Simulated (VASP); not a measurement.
Al:

```
Al
1.0
     0.00000    2.78500    2.78500
     2.78500    0.00000    2.78500
     2.78500    2.78500    0.00000
Al
2
Direct
  0.00000 0.00000 0.00000
  0.25000 0.25000 0.25000
```

This isn't the form of Al at room conditions, which is fcc.

```yaml
Program: VASP 6.6.1
Task: relaxation of cell and atoms
Functional: LDA
Potentials_or_basis: VASP PAW LDA potentials, release 64 (Al)
Cutoff: 500 eV
k_mesh: 8 × 8 × 8
Occupations: fermi-dirac, width 0.1 eV
Spin: no spin polarisation
```

At the start: pressure 12.3 GPa; volume 21.60 Å³/atom.

**Question.** Where does the relaxation end?

**Answer.** Over 3 steps the energy falls by 155.3 meV/atom and the volume is 26.32 Å³/atom (+21.9 %); space group Fd-3m (No. 227, to 0.1 Å) before and after.

The path:
| step | energy change (eV) | largest force (eV/Å) | pressure (GPa) | volume (Å³) |
| --- | --- | --- | --- | --- |
| 1 | 0.0000 | 0.0000 | 12.31 | 43.20 |
| 2 | -0.3039 | 0.0000 | -1.22 | 54.43 |
| 3 | -0.3106 | 0.0000 | 0.08 | 52.64 |

Final structure:
```cif
data_structure
_symmetry_space_group_name_H-M 'P 1'
_symmetry_Int_Tables_number 1
_cell_length_a 4.2068
_cell_length_b 4.2068
_cell_length_c 4.2068
_cell_angle_alpha 60.000
_cell_angle_beta 60.000
_cell_angle_gamma 60.000
_cell_volume 52.64
loop_
_atom_site_label
_atom_site_type_symbol
_atom_site_fract_x
_atom_site_fract_y
_atom_site_fract_z
_atom_site_occupancy
Al1 Al 0.00000 0.00000 0.00000 1
Al2 Al 0.25000 0.25000 0.25000 1
```

Caveat: the volume moved by over 15 % at a fixed basis, so the end points are rough.
